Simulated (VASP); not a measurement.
# Nb2SiO3: relaxation of cell and atoms with PBE

Nb2SiO3:

```
CELL_PARAMETERS angstrom
3.70000 0.00000 0.00000
0.00000 3.70000 0.00000
0.00000 0.00000 5.22000
ATOMIC_POSITIONS crystal
Nb 0.50000 0.00000 0.75000
Nb 0.00000 0.50000 0.25000
Si 0.50000 0.50000 0.00000
O 0.50000 0.50000 0.50000
O 0.00000 0.00000 0.00000
O 0.00000 0.00000 0.50000
```

* Program: VASP 6.6.1
* Task: relaxation of cell and atoms
* Functional: PBE
* Potentials or basis: VASP PAW PBE potentials, release 64 (Nb_sv, Si, O)
* Cutoff: 600 eV
* k mesh: 3 × 3 × 3
* Occupations: gaussian, width 0.15 eV
* Spin: no spin polarisation
* Dipole correction: no
* Further INCAR settings: ALGO = Normal; EDIFF = 1e-07; IBRION = 2; EDIFFG = -0.08; NSW = 36; ISIF = 3

```json
{
 "Relaxed volume": "12.47 Å³/atom",
 "Relaxed cell": "a = 3.378 Å, b = 3.378 Å, c = 6.556 Å, α = 90.00°, β = 90.00°, γ = 90.00°",
 "Space group after relaxing (to 0.1 Å)": "P-4m2 (No. 115)",
 "Energy gained by relaxing": "368.3 meV/atom",
 "Ionic steps": "26",
 "Pressure after relaxing": "0.0 GPa",
 "Largest force after relaxing": "0.020 eV/Å",
 "Band gap on the k mesh": "zero (bands 24 and 25 overlap by 0.35 eV)"
}
```

Forces on the atoms (eV/Å):
```
Nb   0.000  0.000 -0.020
Nb   0.000  0.000  0.020
Si   0.000  0.000  0.000
O    0.000  0.000  0.000
O    0.000  0.000  0.000
O    0.000  0.000  0.000
```

Stress tensor (GPa, compression positive):
```
 0.13  0.00  0.00
 0.00  0.13  0.00
 0.00  0.00 -0.36
```

Step by step:
| step | energy change (eV) | largest force (eV/Å) | pressure (GPa) | volume (Å³) |
| --- | --- | --- | --- | --- |
| 1 | 0.0000 | 4.4967 | 19.94 | 71.46 |
| 2 | -0.7615 | 0.8192 | -15.86 | 87.91 |
| 3 | -1.0741 | 1.4043 | -5.97 | 81.21 |
| 4 | -1.4538 | 1.2007 | -0.09 | 78.09 |
| 5 | -0.5067 | 3.9313 | 37.57 | 69.04 |
| 6 | -1.6313 | 0.9096 | 4.27 | 76.27 |
| 7 | -1.6524 | 0.3579 | 13.72 | 73.41 |
| 8 | -1.6945 | 0.3862 | 8.64 | 74.82 |
| 9 | -1.8338 | 0.4162 | 8.06 | 75.36 |
| 10 | -1.8540 | 0.9919 | 8.13 | 75.69 |
| 11 | -1.9623 | 0.6797 | 2.22 | 77.85 |
| 12 | -1.9889 | 0.4328 | -2.43 | 79.80 |
| 13 | -2.0217 | 0.3864 | -2.29 | 79.59 |
| 14 | -2.0902 | 0.0889 | -1.88 | 78.94 |
| 15 | -2.1382 | 0.1654 | -1.87 | 77.48 |
| 16 | -1.6063 | 4.2005 | -3.12 | 73.95 |
| 17 | -2.1384 | 0.4055 | -2.29 | 77.29 |
| 18 | -2.1544 | 0.1641 | 3.00 | 75.07 |
| 19 | -2.1584 | 0.0231 | 1.30 | 75.75 |
| 20 | -2.1770 | 0.1648 | 0.74 | 75.74 |
| 21 | -2.1928 | 0.5862 | -0.21 | 75.66 |
| 22 | -2.2030 | 0.3045 | -1.18 | 75.57 |
| 23 | -2.2033 | 0.2470 | -1.34 | 75.55 |
| 24 | -2.2087 | 0.1404 | -0.12 | 74.95 |
| 25 | -2.2092 | 0.0970 | 0.37 | 74.72 |
| 26 | -2.2097 | 0.0198 | -0.03 | 74.82 |

Final structure:
```xyz
6
Lattice="3.3784 0.0000 0.0000 0.0000 3.3784 0.0000 0.0000 0.0000 6.5557" Properties=species:S:1:pos:R:3 pbc="T T T"
Nb    1.6892    0.0000    4.5573
Nb    0.0000    1.6892    1.9984
Si    1.6892    1.6892    0.0000
O     1.6892    1.6892    3.2778
O     0.0000    0.0000    0.0000
O     0.0000    0.0000    3.2778
```

Levels at points of the mesh, in eV from the Fermi level:
```
           k point  band 21  band 22  band 23  band 24  band 25  band 26  band 27  band 28
(0.00, 0.00, 0.00)    -3.95    -1.56    -0.61    -0.18     0.22     0.66     1.26     1.37
```

Run time: 13 min on 1 thread of Intel Xeon 8259CL, on a shared host, peak memory 0.2 GiB.

Caveat: the k points lie up to 0.62 Å⁻¹ apart in the final cell; a cell axis changed by over 15 % at a fixed basis, so the end point is rough.
